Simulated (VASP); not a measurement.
# NbTe (P-6m2) in VASP: a series of runs

The runs below take NbTe through single point, with LDA.

All numbers are computed with VASP 6.6.1; they aren't measurements. Logs are shortened: lines on timing, memory, paths and dates and some standing lists are left out, and cuts for length are marked.

### Step 1. The cell of the first run

The structure is hexagonal, space group P-6m2 (No. 187). Conventional cell: a = 3.627 Å, b = 3.627 Å, c = 3.619 Å, α = 90.00°, β = 90.00°, γ = 120.00°. Within 3.6 Å of Te (site symmetry -6m2) lie 6 Nb at 2.77 Å. Within 3.6 Å of Nb (site symmetry -6m2) lie 6 Te at 2.77 Å.

### Step 2. Single point, LDA (volume scaled by 0.94)

Input file INCAR:

```
PREC     = Accurate       # precision mode
ENCUT    = 520            # plane-wave cutoff, eV
EDIFF    = 1E-6           # SCF threshold, eV
ISMEAR   = -1             # smearing method
SIGMA    = 0.05           # smearing width, eV
LREAL    = F              # projectors in reciprocal space
LASPH    = T              # aspherical terms in the spheres
NELM     = 100            # most SCF steps
ALGO     = Normal         # electronic algorithm
ISIF     = 2              # what is computed and relaxed
LWAVE    = F              # write WAVECAR
LCHARG   = F              # write CHGCAR
GGA      = CA             # functional
NBANDS   = 16             # bands
```

Input file KPOINTS:

```
regular mesh
0
Gamma
  8 8 7
```

Input file POSCAR:

```
NbTe
1.0
    3.6273822700      0.0000000000      0.0000000000
   -1.8136911350      3.1414051951      0.0000000000
    0.0000000000      0.0000000000      3.6187977783
Te Nb
1 1
Direct
    0.6666666667      0.3333333333      0.0000000000
    0.0000000000      0.0000000000      0.5000000000
```

Potentials or basis: VASP PAW LDA potentials, release 64 (Te, Nb_sv).

The run is started by

```bash
$ cat potpaw_LDA.64/Te/POTCAR potpaw_LDA.64/Nb_sv/POTCAR > POTCAR
$ mpirun -np 1 vasp_std > vasp.out
```

OUTCAR:

```text
PREC = Accurate
   ENCUT = 520
   EDIFF = 1E-6
   ISMEAR = -1
   LREAL = F
   LASPH = T
   NELM = 100
   ISIF = 2
   GGA = CA

 ion  position               nearest neighbor table
   1  0.667  0.333  0.000-   2 2.77   2 2.77   2 2.77   2 2.77   2 2.77   2 2.77
   2  0.000  0.000  0.500-   1 2.77   1 2.77   1 2.77   1 2.77   1 2.77   1 2.77

  LATTYP: Found a hexagonal cell.
 ALAT       =     3.6273822700
 C/A-ratio  =     0.9976334196

  Lattice vectors:

 A1 = (   3.6273822700,   0.0000000000,   0.0000000000)
 A2 = (  -1.8136911350,   3.1414051951,   0.0000000000)
 A3 = (   0.0000000000,   0.0000000000,   3.6187977783)

Analysis of symmetry for initial positions (statically):
=====================================================================
 Subroutine PRICEL returns:
 Original cell was already a primitive cell.

 Routine SETGRP: Setting up the symmetry group for a
 hexagonal supercell.

 Subroutine GETGRP returns: Found 12 space group operations
 (whereof 12 operations were pure point group operations)
 out of a pool of 24 trial point group operations.

The static configuration has the point symmetry D_3h.

Analysis of symmetry for dynamics (positions and initial velocities):
=====================================================================
 Subroutine PRICEL returns:
 Original cell was already a primitive cell.

 Routine SETGRP: Setting up the symmetry group for a
 hexagonal supercell.

 Subroutine GETGRP returns: Found 12 space group operations
 (whereof 12 operations were pure point group operations)
 out of a pool of 24 trial point group operations.

The dynamic configuration has the point symmetry D_3h.

 Subroutine INISYM returns: Found 12 space group operations
 (whereof 12 operations are pure point group operations),
 and found     1 'primitive' translations

----------------------------------------------------------------------------------------

                                     Primitive cell

  volume of cell :      41.2365

  direct lattice vectors                    reciprocal lattice vectors
     3.627382270  0.000000000  0.000000000     0.275680898  0.159164440  0.000000000
    -1.813691135  3.141405195  0.000000000     0.000000000  0.318328881  0.000000000
     0.000000000  0.000000000  3.618797778     0.000000000  0.000000000  0.276334866

  length of vectors
     3.627382270  3.627382270  3.618797778     0.318328881  0.318328881  0.276334866

  position of ions in fractional coordinates (direct lattice)
     0.666666667  0.333333333  0.000000000
     0.000000000  0.000000000  0.500000000

  ion indices of the primitive-cell ions
   primitive index   ion index
                 1           1
                 2           2

----------------------------------------------------------------------------------------

 KPOINTS: regular mesh

Automatic generation of k-mesh.
 Grid dimensions read from file:
 generate k-points for:    8    8    7

 Generating k-lattice:

  Cartesian coordinates                     Fractional coordinates (reciprocal lattice)
     0.034460112  0.019895555  0.000000000     0.125000000  0.000000000  0.000000000
     0.000000000  0.039791110  0.000000000     0.000000000  0.125000000  0.000000000
     0.000000000  0.000000000  0.039476409     0.000000000  0.000000000  0.142857143

  Length of vectors
     0.039791110  0.039791110  0.039476409

  Shift w.r.t. Gamma in fractional coordinates (k-lattice)
     0.000000000  0.000000000  0.000000000

 Subroutine IBZKPT returns following result:
 ===========================================

 Found     40 irreducible k-points:

 Following reciprocal coordinates:
            Coordinates               Weight
  0.000000  0.000000  0.000000      1.000000
  0.125000  0.000000  0.000000      6.000000
  0.250000  0.000000  0.000000      6.000000
  0.375000  0.000000  0.000000      6.000000
  0.500000  0.000000  0.000000      3.000000
  0.125000  0.125000  0.000000      6.000000
[... 16 lines left out ...]
  0.250000  0.000000  0.285714     12.000000
  0.375000  0.000000  0.285714     12.000000
 [... further k-points ...]
   k-points           NKPTS =     40   k-points in BZ     NKDIM =     40   number of bands    NBANDS=     16
   number of dos      NEDOS =    301   number of ions     NIONS =      2
   total plane-waves  NPLWV =  21952
   dimension x,y,z NGX =    28 NGY =   28 NGZ =   28
   dimension x,y,z NGXF=    56 NGYF=   56 NGZF=   56
   ions per type =               1   1
   NGX,Y,Z   is equivalent  to a cutoff of  12.83, 12.83, 12.86 a.u.
   NGXF,Y,Z  is equivalent  to a cutoff of  25.67, 25.67, 25.73 a.u.
 SYSTEM =  unknown system
   PREC   = accura    normal or accurate (medium, high low for compatibility)
   ISTART =      0    job   : 0-new  1-cont  2-samecut
   ICHARG =      2    charge: 1-file 2-atom 10-const
   ISPIN  =      1    spin polarized calculation?
   LNONCOLLINEAR =      F non collinear calculations
   LSORBIT =      F    spin-orbit coupling
   LASPH  =      T    aspherical Exc in radial PAW
   ENCUT  =  520.0 eV  38.22 Ry    6.18 a.u.   6.74  6.74  6.73*2*pi/ulx,y,z
   NELM   =    100;   NELMIN=  2; NELMDL= -5     # of ELM steps
   EDIFF  = 0.1E-05   stopping-criterion for ELM
   LREAL  =      F    real-space projection
   EDIFFG = 0.1E-04   stopping-criterion for IOM
   NSW    =      0    number of steps for IOM
   IBRION =     -1    ionic relax: 0-MD 1-quasi-New 2-CG
   NFREE  =      0    steps in history (QN), initial steepest desc. (CG)
   ISIF   =      2    stress and relaxation
   ISYM   =      2    0-nonsym 1-usesym 2-fastsym
   POTIM  = 0.5000    time-step for ionic-motion
   TEBEG  =    0.0;   TEEND  =   0.0 temperature during run
   PSTRESS=    0.0 pullay stress
   NELECT =      19.0000    total number of electrons
   NUPDOWN=      -1.0000    fix difference up-down
   EMIN   =  10.00;   EMAX   =-10.00  energy-range for DOS
   EFERMI =   0.00;   METHOD = LEGACY
   ISMEAR =    -1;   SIGMA  =   0.05  broadening in eV -4-tet -1-fermi 0-gaus
   EFERMI_NEDOS =   21; number of points for ismear=-14 and -15
   IALGO  =     38    algorithm
   IMIX   =      4    mixing-type and parameters
     AMIX     =   0.40;   BMIX     =  1.00
     AMIX_MAG =   1.60;   BMIX_MAG =  1.00
  volume/ion in A,a.u.               =      20.62       139.14
  Fermi-wavevector in a.u.,A,eV,Ry     =   1.264442  2.389448 21.753171  1.598813
  Thomas-Fermi vector in A             =   2.397747
   LORBIT       =      0    0 simple, 1 ext, 2 COOP (PROOUT), +10 PAW based schemes
   GGA     = CA    functional components
   LHFCALC =     F    Hartree Fock is set to
   AEXX    =    0.0000 exact exchange contribution
   IVDW    =     0    specifies the selected vdW correction
   LEPSILON=     F    determine dielectric tensor
   LRPA    =     F    only Hartree local field effects (RPA)
 non-spin polarized calculation
  energy-cutoff  :      520.00
  volume of cell :       41.24
 maximum number of plane-waves:      1124
 NGX is ok and might be reduce to    28
   NGX = 13   NGY = 13   NGZ = 13

 number of electron      19.0000001 magnetization

 Free energy of the ion-electron system (eV)
  ---------------------------------------------------
  ext. energy  EPLUGINS =         0.00000000
  ---------------------------------------------------
  free energy    TOTEN  =       -15.52497785 eV

  energy without entropy =      -15.51462971  energy(sigma->0) =      -15.51980378

 E-fermi :  11.8137     XC(G=0): -11.7459

 val. band max:       11.7639746474   @ k =   0.2500   0.0000   0.0000
 cond. band min:      11.8306754821   @ k =   0.1250   0.0000   0.2857
 fundamental gap:      0.0667008347
 Fermi energy:        11.8137334503

 k-point     1 :       0.0000    0.0000    0.0000
  band No.  band energies     occupation
      1     -43.3818      2.00000
      2     -19.7720      2.00000
      3     -19.5561      2.00000
      4     -19.5561      2.00000
      5      -2.8472      2.00000
      6       8.4880      2.00000
[... 8 lines left out ...]
     15      17.8566      0.00000
     16      19.0497      0.00000

 k-point     2 :       0.1250    0.0000    0.0000
  band No.  band energies     occupation
      1     -43.3799      2.00000
      2     -19.7675      2.00000
      3     -19.5826      2.00000
      4     -19.5623      2.00000
      5      -2.6401      2.00000
      6       7.6561      2.00000
[... 8 lines left out ...]
     15      17.7746      0.00000
     16      19.8592      0.00000

 k-point     3 :       0.2500    0.0000    0.0000
  band No.  band energies     occupation
      1     -43.3754      2.00000
      2     -19.7566      2.00000
      3     -19.6461      2.00000
      4     -19.5771      2.00000
      5      -2.0757      2.00000
      6       6.2326      2.00000
[... 8 lines left out ...]
     15      18.9589      0.00000
     16      20.5060      0.00000

 k-point     4 :       0.3750    0.0000    0.0000
  band No.  band energies     occupation
      1     -43.3709      2.00000
      2     -19.7456      2.00000
      3     -19.7086      2.00000
      4     -19.5920      2.00000
      5      -1.3645      2.00000
      6       4.8802      2.00000
[... 8 lines left out ...]
     15      18.4865      0.00000
     16      20.8194      0.00000
[... 324 lines left out ...]
 k-point    22 :       0.1250    0.0000    0.2857
  band No.  band energies     occupation
      1     -43.3754      2.00000
      2     -19.8598      2.00000
      3     -19.5729      2.00000
      4     -19.5535      2.00000
      5      -1.8880      2.00000
      6       5.5940      2.00000
[... 8 lines left out ...]
     15      18.6310      0.00000
     16      20.1325      0.00000

 k-point    23 :       0.2500    0.0000    0.2857
  band No.  band energies     occupation
      1     -43.3709      2.00000
      2     -19.8441      2.00000
      3     -19.6325      2.00000
      4     -19.5668      2.00000
      5      -1.4915      2.00000
      6       5.8211      2.00000
[... 8 lines left out ...]
     15      18.9907      0.00000
     16      20.5584      0.00000

 k-point    24 :       0.3750    0.0000    0.2857
  band No.  band energies     occupation
      1     -43.3665      2.00000
      2     -19.8282      2.00000
      3     -19.6914      2.00000
      4     -19.5801      2.00000
      5      -1.0148      2.00000
      6       5.2743      2.00000
[... 8 lines left out ...]
     15      18.4334      0.00000
     16      20.8027      0.00000

 [... further k-points ...]
[... 5 lines left out ...]
  --------------------------------------------------------------------------------------
  -------------------------------------------------------------------------------------
  Total       -0.0846961     -0.0846961      0.2995691      0.0000000      0.0000000      0.0000000
  in kB       -3.2907323     -3.2907323     11.6392781      0.0000000      0.0000000      0.0000000
  external PRESSURE =       1.6859378 kB  Pullay stress =       0.0000000 kB

 VOLUME and BASIS-vectors are now :
 -----------------------------------------------------------------------------
  energy-cutoff  :      520.00
  volume of cell :       41.24
      direct lattice vectors                 reciprocal lattice vectors
     3.627382270  0.000000000  0.000000000     0.275680898  0.159164440  0.000000000
    -1.813691135  3.141405195  0.000000000     0.000000000  0.318328881  0.000000000
     0.000000000  0.000000000  3.618797778     0.000000000  0.000000000  0.276334866

 POSITION                                       TOTAL-FORCE (eV/Angst)
 -----------------------------------------------------------------------------------
      1.81369      1.04714      0.00000        -0.000000      0.000000      0.000000
      0.00000      0.00000      1.80940         0.000000      0.000000      0.000000
 -----------------------------------------------------------------------------------
    total drift:                               -0.000000      0.000000      0.000000

  FREE ENERGIE OF THE ION-ELECTRON SYSTEM (eV)
  ---------------------------------------------------
  free  energy   TOTEN  =       -15.5249778521 eV

  energy  without entropy=      -15.5146297149  energy(sigma->0) =      -15.51980378
```

Wall time 11 s (1 thread of Intel Xeon 6975P-C, shared host); peak memory 0.16 GiB.

Results:

* Free energy: -15.5250 eV
* Pressure: 0.2 GPa

Levels at points of the mesh, in eV from the Fermi level:
```
           k point  band 7  band 8  band 9  band 10  band 11  band 12  band 13  band 14
(0.00, 0.00, 0.00)   -3.33   -3.28   -2.32     0.13     0.13     2.67     2.67     3.22
(0.50, 0.00, 0.00)   -4.03   -2.90   -2.63    -0.21     1.30     1.63     3.26     4.09
```

Caveat: spin-orbit coupling is left out, which moves the levels of the heavy elements.

(Part 1 of 2 ends here.)
